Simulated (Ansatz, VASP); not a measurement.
Two plane-wave programs on Cd

```
Cd
1.0
     0.00000    2.25415    2.25415
     2.22417    0.00000    2.25415
     2.22417    2.25415    0.00000
Cd
1
Direct
  0.00000 0.00000 0.00000
```

Change from the starting cell: normal strain along x -0.0133, normal strain along y +0.0000.

Alike in both runs: task single point; functional PBE; k mesh 18 × 18 × 18; occupations gaussian, width 0.15 eV; no spin polarisation.

```csv
,VASP,Ansatz
version,VASP 6.6.1,Ansatz 0.2.0
potentials or method,"VASP PAW PBE potentials, release 64 (Cd), cutoff 520 eV","scalar-relativistic, plane waves, PAW"
valence electrons in the cell,12,20
```

|  | VASP | Ansatz | Ansatz less VASP |
| --- | --- | --- | --- |
| gap on the k mesh at the Fermi level (eV) | none | none | - |
| pressure (GPa) | 0.7 | 0.4 | -0.25 |
| traceless stress, the component that is largest in VASP (GPa) | 0.24 | 0.24 | -0.002 |

A gap of «none» marks a metal or a gap that the smearing closes. VASP's potentials hold 12 valence electrons a cell and Ansatz's 20, so a difference there can come from the potentials and not from the codes.
